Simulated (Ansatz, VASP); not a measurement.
**CdSe: VASP beside Ansatz**

The input INCAR:

```
PREC = Accurate
ENCUT = 520
EDIFF = 1E-6
ISMEAR = -1
SIGMA = 0.01
LREAL = False
LASPH = True
NELM = 150
ALGO = Normal
ISIF = 2
LWAVE = False
LCHARG = False
ISPIN = 2
MAGMOM = 0.5 0.5 0 0
LORBIT = 11
GGA = PE
NBANDS = 30
```

File KPOINTS:

```
Automatic mesh
0
Gamma
  7 7 4
```

File POSCAR:

```
CdSe
1.0
    4.3284776511      0.0000000000      0.0000000000
   -2.1642388256      3.7485716056      0.0000000000
    0.0000000000      0.0000000000      7.0664914211
Cd Se
2 2
Direct
    0.6666666667      0.3333333333      0.5000000000
    0.3333333333      0.6666666667      0.0000000000
    0.6666666667      0.3333333333      0.8850000000
    0.3333333333      0.6666666667      0.3850000000
```

The input input.yaml:

```yaml
crystal:
  lattice:
    - [4.3284776511, 0.0, 0.0]
    - [-2.1642388256, 3.7485716056, 0.0]
    - [0.0, 0.0, 7.0664914211]
  atoms:
    - { symbol: Cd, position: [0.6666666667, 0.3333333333, 0.5], spin: 0.5 }
    - { symbol: Cd, position: [0.3333333333, 0.6666666667, 0.0], spin: 0.5 }
    - { symbol: Se, position: [0.6666666667, 0.3333333333, 0.885] }
    - { symbol: Se, position: [0.3333333333, 0.6666666667, 0.385] }
kpoints:
  mp_grid: { grid: [7, 7, 4] }
scf:
  occupations: { method: fermi_dirac, width: 0.01 }
  lower_state_search: "off"
hamiltonian:
  xc: pbe
  pseudopotentials: { kind: all_electron, lapw: { basis_error: 0.002 } }
magnetization:
  spin_polarized: true
output:
  forces: true
  stress: true
  eigenvalues: true
```

Change from the starting cell: volume scaled by 1.02.

Alike in both runs: task single point; functional PBE; k mesh 7 × 7 × 4; occupations fermi-dirac, width 0.01 eV; collinear spin.

|  | VASP | Ansatz |
| --- | --- | --- |
| version | VASP 6.6.1 | Ansatz 0.2.0 |
| potentials or method | VASP PAW PBE potentials, release 64 (Cd, Se), cutoff 520 eV | all-electron LAPW, scalar-relativistic |

Ansatz gave:

```
gap on the k mesh at the Fermi level (eV)                     : 0.66
least direct gap on the mesh (eV)                             : 0.66
pressure (GPa)                                                : 1.9
traceless stress, the component that is largest in VASP (GPa) : -1.19
rms of the force components (eV/Å)                            : 0.152
net moment per atom (μB)                                      : 0.00
```

Problem. What did VASP give for the same quantities?

Solution. gap on the k mesh at the Fermi level (eV): 0.66; least direct gap on the mesh (eV): 0.66; pressure (GPa): 2.2; traceless stress, the component that is largest in VASP (GPa): -1.24; rms of the force components (eV/Å): 0.156; net moment per atom (μB): 0.00.

Atom by atom the forces differ by 0.005 eV/Å (rms over components). Ansatz ran all-electron here, and VASP with PAW potentials.
